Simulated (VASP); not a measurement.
Set up this calculation in VASP 6.6.1, as the native input.

```
Task                   : single point
Functional             : LDA
Potentials or basis    : VASP PAW LDA potentials, release 64 (Nb_sv, H)
Cutoff                 : 520 eV
k mesh                 : 16 × 16 × 16
Occupations            : fermi-dirac, width 0.15 eV
Spin                   : no spin polarisation
Dipole correction      : no
Further INCAR settings : ALGO = Normal; EDIFF = 1e-06; NBANDS = 14
```

The structure of NbH2 lies in POSCAR:

```
NbH2
1.0
    0.0000000000      2.2489469727      2.2489469727
    2.2489469727      0.0000000000      2.2489469727
    2.2489469727      2.2489469727      0.0000000000
Nb H
1 2
Direct
    0.0000000000      0.0000000000      0.0000000000
    0.2500000000      0.2500000000      0.2500000000
    0.7500000000      0.7500000000      0.7500000000
```

One way to write it, as run:

INCAR

```
SYSTEM = NbH2
PREC = Accurate
ENCUT = 520
EDIFF = 1E-6
ISMEAR = -1
SIGMA = 0.15
LREAL = .FALSE.
LASPH = .TRUE.
NELM = 60
ALGO = Normal
ISIF = 2
LWAVE = .FALSE.
LCHARG = .FALSE.
GGA = CA
NBANDS = 14
```

KPOINTS

```
Automatic mesh
0
G
  16 16 16
  0 0 0
```

Potentials or basis: VASP PAW LDA potentials, release 64 (Nb_sv, H).

Run with:

```bash
$ cat potpaw_LDA.64/Nb_sv/POTCAR potpaw_LDA.64/H/POTCAR > POTCAR
$ mpirun -np 1 vasp_std > vasp.out
```

It gave:

The pressure is -0.2 GPa. The band gap on the k mesh is zero (an odd number of electrons rules out a gap without spin polarisation).

Run time: 21 s on 1 thread of Intel(R) Xeon(R) Platinum 8559C (Emerald Rapids) (shared host), peak memory 0.16 GiB.
